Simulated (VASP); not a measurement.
# Mg4H in VASP: further runs

Mg4H is run at these levels: PBE; tasks: single point.

All numbers are computed with VASP 6.6.1; they aren't measurements. Logs are shortened: lines on timing, memory, paths and dates and some standing lists are left out, and cuts for length are marked.

## 1. The cell of the first run

The cell holds a slab with vacuum, 10 atoms: a = 6.420 Å, b = 5.138 Å, c = 21.664 Å, α = 90.00°, β = 90.00°, γ = 90.00°.

## 2. Single point, PBE

File INCAR:

```
SYSTEM = Mg4H
  PREC = Accurate
  ENCUT = 520
  EDIFF = 1E-7
  ISMEAR = 0
  SIGMA = 0.1
  LREAL = .FALSE.
  LASPH = .TRUE.
  NELM = 100
  ALGO = Normal
  ISIF = 2
  LWAVE = .FALSE.
  LCHARG = .FALSE.
  LDIPOL = .TRUE.
  IDIPOL = 3
  DIPOL = 0.5 0.5 0.300
  GGA = PE
  NBANDS = 20
```

File KPOINTS:

```
regular mesh
0
G
  4 5 1
  0 0 0
```

File POSCAR:

```
Mg4H
1.0
    6.4201385733      0.0000000000      0.0000000000
    0.0000000000      5.1379129567      0.0000000000
    0.0000000000      0.0000000000     21.6644777330
Mg H
8 2
Direct
    0.0000000000      0.7500000000      0.1846340378
    0.5000000000      0.7500000000      0.1846340378
    0.2500000000      0.2500000000      0.2274076137
    0.7500000000      0.2500000000      0.2274076137
    0.2500000000      0.7500000000      0.3173234500
    0.7500000000      0.7500000000      0.3173234500
    0.0000000000      0.2500000000      0.3537808678
    0.5000000000      0.2500000000      0.3537808678
    0.6580237921      0.0833333333      0.4188643661
    0.8419762079      0.0833333333      0.4188643661
```

Potentials or basis: VASP PAW PBE potentials, release 64 (Mg, H).

On the command line:

```console
$ cat potpaw_PBE.64/Mg/POTCAR potpaw_PBE.64/H/POTCAR > POTCAR
$ mpirun -np 1 vasp_std > vasp.out
```

OUTCAR:

```text
SYSTEM = Mg4H
   PREC = Accurate
   ENCUT = 520
   EDIFF = 1E-7
   ISMEAR = 0
   LREAL = .FALSE.
   LASPH = .TRUE.
   NELM = 100
   ISIF = 2
   GGA = PE

 ion  position               nearest neighbor table
   1  0.000  0.750  0.185-   3 3.17   4 3.17   3 3.17   4 3.17   2 3.21   2 3.21   6 3.29   5 3.29

   2  0.500  0.750  0.185-   3 3.17   4 3.17   3 3.17   4 3.17   1 3.21   1 3.21   6 3.29   5 3.29

   3  0.250  0.250  0.227-   1 3.17   2 3.17   1 3.17   2 3.17   7 3.17   8 3.17   4 3.21   4 3.21
                             5 3.22   5 3.22
   4  0.750  0.250  0.227-   1 3.17   2 3.17   1 3.17   2 3.17   7 3.17   8 3.17   3 3.21   3 3.21
                             6 3.22   6 3.22
   5  0.250  0.750  0.317-   7 3.13   8 3.13   7 3.13   8 3.13   6 3.21   6 3.21   3 3.22   3 3.22
                             1 3.29   2 3.29
   6  0.750  0.750  0.317-   7 3.13   8 3.13   7 3.13   8 3.13   5 3.21   5 3.21   4 3.22   4 3.22
                             1 3.29   2 3.29
   7  0.000  0.250  0.354-  10 1.94   6 3.13   5 3.13   5 3.13   6 3.13   4 3.17   3 3.17   8 3.21
                             8 3.21
   8  0.500  0.250  0.354-   9 1.94   6 3.13   5 3.13   5 3.13   6 3.13   4 3.17   3 3.17   7 3.21
                             7 3.21
   9  0.658  0.083  0.419-   8 1.94
  10  0.842  0.083  0.419-   7 1.94

  LATTYP: Found a simple orthorhombic cell.
 ALAT       =     5.1379129567
 B/A-ratio  =     1.2495615686
 C/A-ratio  =     4.2165910391

  Lattice vectors:

 A1 = (   0.0000000000,  -5.1379129567,   0.0000000000)
 A2 = (   6.4201385733,   0.0000000000,   0.0000000000)
 A3 = (   0.0000000000,   0.0000000000,  21.6644777330)

Analysis of symmetry for initial positions (statically):
=====================================================================
 Subroutine PRICEL returns:
 Original cell was already a primitive cell.

 Routine SETGRP: Setting up the symmetry group for a
 simple orthorhombic supercell.

 Subroutine GETGRP returns: Found  2 space group operations
 (whereof  1 operations were pure point group operations)
 out of a pool of  8 trial point group operations.

The static configuration has the point symmetry C_1 .
 The point group associated with its full space group is C_1h.

Analysis of symmetry for dynamics (positions and initial velocities):
=====================================================================
 Subroutine PRICEL returns:
 Original cell was already a primitive cell.

 Routine SETGRP: Setting up the symmetry group for a
 simple orthorhombic supercell.

 Subroutine GETGRP returns: Found  2 space group operations
 (whereof  1 operations were pure point group operations)
 out of a pool of  8 trial point group operations.

The dynamic configuration has the point symmetry C_1 .
 The point group associated with its full space group is C_1h.

 Subroutine INISYM returns: Found  2 space group operations
 (whereof  1 operations are pure point group operations),
 and found     1 'primitive' translations

----------------------------------------------------------------------------------------

                                     Primitive cell

  volume of cell :     714.6269

  direct lattice vectors                    reciprocal lattice vectors
     6.420138573  0.000000000  0.000000000     0.155759878  0.000000000  0.000000000
     0.000000000  5.137912957  0.000000000     0.000000000  0.194631557  0.000000000
     0.000000000  0.000000000 21.664477733     0.000000000  0.000000000  0.046158509

  length of vectors
     6.420138573  5.137912957 21.664477733     0.155759878  0.194631557  0.046158509

  position of ions in fractional coordinates (direct lattice)
     0.000000000  0.750000000  0.184634038
     0.500000000  0.750000000  0.184634038
     0.250000000  0.250000000  0.227407614
     0.750000000  0.250000000  0.227407614
     0.250000000  0.750000000  0.317323450
     0.750000000  0.750000000  0.317323450
     0.000000000  0.250000000  0.353780868
     0.500000000  0.250000000  0.353780868
     0.658023792  0.083333333  0.418864366
     0.841976208  0.083333333  0.418864366

  ion indices of the primitive-cell ions
   primitive index   ion index
                 1           1
                 2           2
                 3           3
                 4           4
                 5           5
                 6           6
                 7           7
                 8           8
                 9           9
                10          10

----------------------------------------------------------------------------------------

 KPOINTS: regular mesh

Automatic generation of k-mesh.
 Grid dimensions read from file:
 generate k-points for:    4    5    1

 Generating k-lattice:

  Cartesian coordinates                     Fractional coordinates (reciprocal lattice)
     0.038939969  0.000000000  0.000000000     0.250000000  0.000000000  0.000000000
[... 42 lines left out ...]
   NELM   =    100;   NELMIN=  2; NELMDL= -5     # of ELM steps
   EDIFF  = 0.1E-06   stopping-criterion for ELM
   LREAL  =      F    real-space projection
   EDIFFG = 0.1E-05   stopping-criterion for IOM
   NSW    =      0    number of steps for IOM
   IBRION =     -1    ionic relax: 0-MD 1-quasi-New 2-CG
   NFREE  =      0    steps in history (QN), initial steepest desc. (CG)
   ISIF   =      2    stress and relaxation
   ISYM   =      2    0-nonsym 1-usesym 2-fastsym
   POTIM  = 0.5000    time-step for ionic-motion
   TEBEG  =    0.0;   TEEND  =   0.0 temperature during run
   PSTRESS=    0.0 pullay stress
   NELECT =      18.0000    total number of electrons
   NUPDOWN=      -1.0000    fix difference up-down
   EMIN   =  10.00;   EMAX   =-10.00  energy-range for DOS
   EFERMI =   0.00;   METHOD = LEGACY
   ISMEAR =     0;   SIGMA  =   0.10  broadening in eV -4-tet -1-fermi 0-gaus
   EFERMI_NEDOS =   21; number of points for ismear=-14 and -15
   IALGO  =     38    algorithm
   IMIX   =      4    mixing-type and parameters
     AMIX     =   0.40;   BMIX     =  1.00
     AMIX_MAG =   1.60;   BMIX_MAG =  1.00
  volume/ion in A,a.u.               =      71.46       482.25
  Fermi-wavevector in a.u.,A,eV,Ry     =   0.479887  0.906855  3.133310  0.230292
  Thomas-Fermi vector in A             =   1.477146
   LORBIT       =      0    0 simple, 1 ext, 2 COOP (PROOUT), +10 PAW based schemes
   GGA     = PE    functional components
   LHFCALC =     F    Hartree Fock is set to
   AEXX    =    0.0000 exact exchange contribution
   IVDW    =     0    specifies the selected vdW correction
   LEPSILON=     F    determine dielectric tensor
   LRPA    =     F    only Hartree local field effects (RPA)
 non-spin polarized calculation
 Gauss-broadening in eV      SIGMA  =   0.10
  energy-cutoff  :      520.00
  volume of cell :      714.63
 maximum number of plane-waves:     19292
 NGX is ok and might be reduce to    48
   NGX = 23   NGY = 19   NGZ = 81

 dipolmoment           0.000000      0.000000     -0.000030 electrons x Angstroem

 number of electron      18.0000000 magnetization

 dipolmoment           0.000000      0.000000      0.119036 electrons x Angstroem

 Free energy of the ion-electron system (eV)
  ---------------------------------------------------
  ext. energy  EPLUGINS =         0.00000000
  ---------------------------------------------------
  free energy    TOTEN  =       -14.85836797 eV

  energy without entropy =      -14.83150626  energy(sigma->0) =      -14.84493712

 E-fermi :  -2.0796     XC(G=0):  -3.0898

 val. band max:       -2.0802468158   @ k =   0.5000   0.0000   0.0000
 cond. band min:      -2.0207906635   @ k =   0.2500   0.0000   0.0000
 fundamental gap:      0.0594561524
 Fermi energy:        -2.0796255687

 k-point     1 :       0.0000    0.0000    0.0000
  band No.  band energies     occupation
      1      -8.9416      2.00000
      2      -7.7444      2.00000
      3      -5.5467      2.00000
      4      -4.6000      2.00000
      5      -4.5323      2.00000
      6      -2.9515      2.00000
[... 196 lines left out ...]
     19       2.0711      0.00000
     20       2.0769      0.00000

------------------------ aborting loop because EDIFF is reached ----------------------------------------

 vacuum level on the upper side and lower side of the slab       (xc-potential included)         0.298        -0.350

  FORCE on cell =-STRESS in cart. coord.  units (eV):
  Direction    XX          YY          ZZ          XY          YZ          ZX
  --------------------------------------------------------------------------------------
  -------------------------------------------------------------------------------------
  Total       -2.2643468     -1.1259776     -0.8820246      0.0000000     -0.4865260      0.0000000
  in kB       -5.0766142     -2.5244162     -1.9774792      0.0000000     -1.0907802      0.0000000
  external PRESSURE =      -3.1928365 kB  Pullay stress =       0.0000000 kB

 VOLUME and BASIS-vectors are now :
 -----------------------------------------------------------------------------
  energy-cutoff  :      520.00
  volume of cell :      714.63
      direct lattice vectors                 reciprocal lattice vectors
     6.420138573  0.000000000  0.000000000     0.155759878  0.000000000  0.000000000
     0.000000000  5.137912957  0.000000000     0.000000000  0.194631557  0.000000000
     0.000000000  0.000000000 21.664477733     0.000000000  0.000000000  0.046158509

 POSITION                                       TOTAL-FORCE (eV/Angst)
 -----------------------------------------------------------------------------------
      0.00000      3.85343      4.00000         0.093241      0.048776      0.208406
      3.21007      3.85343      4.00000        -0.093241      0.048776      0.208406
      1.60503      1.28448      4.92667         0.000000     -0.031575     -0.167312
      4.81510      1.28448      4.92667         0.000000     -0.074443     -0.034679
      1.60503      3.85343      6.87465         0.000000      0.016012     -0.006682
      4.81510      3.85343      6.87465         0.000000     -0.016420     -0.032399
      0.00000      1.28448      7.66448         0.257740      0.153144     -0.116286
      3.21007      1.28448      7.66448        -0.257740      0.153144     -0.116286
      4.22460      0.42816      9.07448         1.106421     -0.148707      0.028416
      5.40560      0.42816      9.07448        -1.106421     -0.148707      0.028416
 -----------------------------------------------------------------------------------
    total drift:                               -0.000000      0.000070     -0.000203

  FREE ENERGIE OF THE ION-ELECTRON SYSTEM (eV)
  ---------------------------------------------------
  free  energy   TOTEN  =       -14.8583679680 eV

  energy  without entropy=      -14.8315062648  energy(sigma->0) =      -14.84493712

 vacuum level on the upper side and lower side of the slab         2.038         1.370
```

Run time: 3.1 min. Hardware: 1 thread of AMD EPYC 7R13 (Zen 3), shared host; peak memory 0.62 GiB.

What came out:

- Free energy: -14.8584 eV
- Largest force: 1.117 eV/Å
- Band gap on the k mesh: zero (band 9 reaches -1.51 eV, above the bottom of band 10 at -2.19 eV)

Forces on the atoms (eV/Å):
```
Mg   0.093  0.049  0.208
Mg  -0.093  0.049  0.208
Mg   0.000 -0.032 -0.167
Mg   0.000 -0.074 -0.035
Mg   0.000  0.016 -0.007
Mg   0.000 -0.016 -0.032
Mg   0.258  0.153 -0.116
Mg  -0.258  0.153 -0.116
H    1.106 -0.149  0.028
H   -1.106 -0.149  0.028
```

## 3. Single point, PBE

File INCAR:

```
PREC = Accurate ; ENCUT = 520
EDIFF = 1E-6 ; ISMEAR = 0
SIGMA = 0.1 ; LREAL = F
LASPH = T ; NELM = 80
ALGO = Normal ; ISIF = 2
LWAVE = F ; LCHARG = F
LDIPOL = T ; IDIPOL = 3
DIPOL = 0.5 0.5 0.292 ; GGA = PE
NBANDS = 20
```

File KPOINTS:

```
Automatic mesh
0
Gamma
  4 5 1
```

Changes to POSCAR since step 2:

```diff
@@ -16,3 +16,3 @@
     0.5000000000      0.2500000000      0.3537808678
-    0.6580237921      0.0833333333      0.4188643661
-    0.8419762079      0.0833333333      0.4188643661
+    0.6580237921      0.0833333333      0.3745521971
+    0.8419762079      0.0833333333      0.3745521971
```

Potentials or basis: VASP PAW PBE potentials, release 64 (Mg, H).

On the command line:

```console
$ cat potpaw_PBE.64/Mg/POTCAR potpaw_PBE.64/H/POTCAR > POTCAR
$ mpirun -np 1 vasp_std > vasp.out
```

Run time: 4.4 min. Hardware: 1 thread of Oxide Virtual Turin-like, shared host; peak memory 0.62 GiB.

Results (log left out):

| Quantity | Value |
| --- | --- |
| Free energy | -12.7310 eV |
| Largest force | 6.086 eV/Å |
| Band gap on the k mesh | zero (band 9 reaches -1.43 eV, above the bottom of band 10 at -2.06 eV) |

Forces on the atoms (eV/Å):
```
Mg  -0.062  0.066  0.174
Mg   0.062  0.066  0.174
Mg   0.000 -0.118 -0.099
Mg   0.000 -0.025 -0.255
Mg   0.000 -0.034 -0.027
Mg   0.000  0.253  0.100
Mg   4.402  3.705 -1.983
Mg  -4.402  3.705 -1.983
H    3.016 -3.810  1.949
H   -3.016 -3.810  1.949
```

Levels at points of the mesh, in eV from the Fermi level:
| k point | band 7 | band 8 | band 9 | band 10 | band 11 | band 12 |
| --- | --- | --- | --- | --- | --- | --- |
| (0.00, 0.00, 0.00) | -1.05 | -0.81 | -0.24 | 0.37 | 1.15 | 1.27 |
| (0.50, 0.00, 0.00) | -0.18 | -0.13 | 0.45 | 0.57 | 0.65 | 1.03 |

## 4. Single point, PBE

File INCAR:

```
ALGO = Normal ; DIPOL = 0.5 0.5 0.297
EDIFF = 1E-7 ; ENCUT = 520
GGA = PE ; IDIPOL = 3
ISIF = 2 ; ISMEAR = 0
LASPH = True ; LCHARG = False
LDIPOL = True ; LREAL = False
LWAVE = False ; NBANDS = 20
NELM = 60 ; PREC = Accurate
SIGMA = 0.1
```

File KPOINTS:

```
k-points
0
Gamma
  4 5 1
```

Changes to POSCAR since step 3:

```diff
@@ -16,3 +16,3 @@
     0.5000000000      0.2500000000      0.3537808678
-    0.6580237921      0.0833333333      0.3745521971
-    0.8419762079      0.0833333333      0.3745521971
+    0.6580237921      0.0833333333      0.4040936431
+    0.8419762079      0.0833333333      0.4040936431
```

On the command line:

```console
$ cat potpaw_PBE.64/Mg/POTCAR potpaw_PBE.64/H/POTCAR > POTCAR
$ mpirun -np 1 vasp_std > vasp.out
```

Run time: 4.4 min. Hardware: 1 thread of Oxide Virtual Turin-like, shared host; peak memory 0.62 GiB.

The run converged. Its results:

```yaml
Free_energy: -14.6585 eV
Largest_force: 1.359 eV/Å
Band_gap_on_the_k_mesh: zero (band 9 reaches -1.46 eV, above the bottom of band 10 at -2.20 eV)
```

Forces in eV/Å, atoms in the order of the input:
```
Mg   0.037  0.059  0.208
Mg  -0.037  0.059  0.208
Mg   0.000 -0.071 -0.129
Mg   0.000 -0.084 -0.097
Mg   0.000  0.008 -0.032
Mg   0.000  0.088  0.030
Mg   0.880  0.690 -0.771
Mg  -0.880  0.690 -0.771
H    0.750 -0.719  0.677
H   -0.750 -0.719  0.677
```

Levels at points of the mesh, in eV from the Fermi level:
| k point | band 6 | band 7 | band 8 | band 9 | band 10 | band 11 | band 12 | band 13 |
| --- | --- | --- | --- | --- | --- | --- | --- | --- |
| (0.00, 0.00, 0.00) | -0.99 | -0.90 | -0.75 | -0.20 | 0.16 | 1.04 | 1.18 | 1.75 |
| (0.50, 0.00, 0.00) | -0.74 | -0.04 | -0.02 | 0.57 | 0.68 | 0.92 | 0.97 | 1.60 |

## 5. Single point, PBE

File INCAR:

```
SYSTEM = Mg4H
PREC     = Accurate       ! precision mode
ENCUT    = 520            ! plane-wave cutoff, eV
EDIFF    = 1E-6           ! SCF threshold, eV
ISMEAR   = 0              ! smearing method
SIGMA    = 0.1            ! smearing width, eV
LREAL    = .FALSE.        ! projectors in reciprocal space
LASPH    = .TRUE.         ! aspherical terms in the spheres
NELM     = 80             ! most SCF steps
ALGO     = Normal         ! electronic algorithm
ISIF     = 2              ! what is computed and relaxed
LWAVE    = .FALSE.        ! write WAVECAR
LCHARG   = .TRUE.         ! write CHGCAR
LDIPOL   = .TRUE.       
IDIPOL   = 3            
DIPOL    = 0.5 0.5 0.303
GGA      = PE             ! functional
LELF     = .TRUE.         ! ELF
LVHAR    = .TRUE.       
LVACPOTAV= .TRUE.       
NBANDS   = 20             ! bands
```

File KPOINTS:

```
regular mesh
0
G
  4 5 1
  0 0 0
```

Changes to POSCAR since step 4:

```diff
@@ -16,3 +16,3 @@
     0.5000000000      0.2500000000      0.3537808678
-    0.6580237921      0.0833333333      0.4040936431
-    0.8419762079      0.0833333333      0.4040936431
+    0.6580237921      0.0833333333      0.4336350891
+    0.8419762079      0.0833333333      0.4336350891
```

On the command line:

```console
$ cat potpaw_PBE.64/Mg/POTCAR potpaw_PBE.64/H/POTCAR > POTCAR
$ mpirun -np 1 vasp_std > vasp.out
```

Wall time 4.3 min (1 thread of Oxide Virtual Turin-like, shared host); peak memory 0.63 GiB.

It converged, with:

- Free energy: -14.7999 eV
- Largest force: 2.107 eV/Å
- Band gap on the k mesh: zero (band 9 reaches -1.62 eV, above the bottom of band 10 at -2.19 eV)

Forces in eV/Å, atoms in the order of the input:
```
Mg   0.135  0.014  0.192
Mg  -0.135  0.014  0.192
Mg   0.000  0.031 -0.194
Mg   0.000 -0.050  0.003
Mg   0.000  0.022  0.011
Mg   0.000 -0.050 -0.087
Mg   0.077 -0.003  0.080
Mg  -0.077 -0.003  0.080
H    2.103  0.013 -0.138
H   -2.103  0.013 -0.138
```

Levels at points of the mesh, in eV from the Fermi level:
```csv
k point,band 5,band 6,band 7,band 8,band 9,band 10,band 11,band 12,band 13,band 14
"(0.00, 0.00, 0.00)",-2.47,-0.85,-0.73,-0.66,-0.26,-0.10,1.06,1.15,1.82,2.13
"(0.50, 0.00, 0.00)",-2.58,-0.58,0.01,0.03,0.48,0.71,0.74,1.15,1.63,1.74
```

## 6. Single point, PBE

File INCAR:

```
ALGO = Normal ; DIPOL = 0.5 0.5 0.311
EDIFF = 1E-6 ; ENCUT = 520
GGA = PE ; IDIPOL = 3
ISIF = 2 ; ISMEAR = 0
LASPH = True ; LCHARG = False
LDIPOL = True ; LREAL = False
LWAVE = False ; NBANDS = 20
NELM = 60 ; PREC = Accurate
SIGMA = 0.1
```

File KPOINTS:

```
k-points
0
Gamma
  4 5 1
```

Changes to POSCAR since step 5:

```diff
@@ -16,3 +16,3 @@
     0.5000000000      0.2500000000      0.3537808678
-    0.6580237921      0.0833333333      0.4336350891
-    0.8419762079      0.0833333333      0.4336350891
+    0.6580237921      0.0833333333      0.4737929924
+    0.8419762079      0.0833333333      0.4737929924
```

Potentials or basis: VASP PAW PBE potentials, release 64 (Mg, H).

On the command line:

```console
$ cat potpaw_PBE.64/Mg/POTCAR potpaw_PBE.64/H/POTCAR > POTCAR
$ mpirun -np 1 vasp_std > vasp.out
```

It took 3.9 min on 1 thread of Oxide Virtual Turin-like, shared host; peak memory 0.62 GiB.

The run converged. Its results:

| Property | Result |
| --- | --- |
| Free energy | -14.6558 eV |
| Largest force | 4.086 eV/Å |
| Band gap on the k mesh | zero (band 9 reaches -1.88 eV, above the bottom of band 10 at -2.13 eV) |

Forces on the atoms (eV/Å):
```
Mg   0.105 -0.007  0.207
Mg  -0.105 -0.007  0.207
Mg   0.000  0.029 -0.173
Mg   0.000 -0.022 -0.077
Mg   0.000  0.016  0.025
Mg   0.000 -0.017 -0.062
Mg   0.089 -0.005 -0.035
Mg  -0.089 -0.005 -0.035
H    4.086  0.009 -0.028
H   -4.086  0.009 -0.028
```

Levels at points of the mesh, in eV from the Fermi level:
| k point | band 7 | band 8 | band 9 | band 10 | band 11 | band 12 |
| --- | --- | --- | --- | --- | --- | --- |
| (0.00, 0.00, 0.00) | -0.75 | -0.50 | -0.31 | -0.07 | 1.19 | 1.36 |
| (0.50, 0.00, 0.00) | 0.03 | 0.09 | 0.09 | 0.76 | 0.77 | 1.32 |
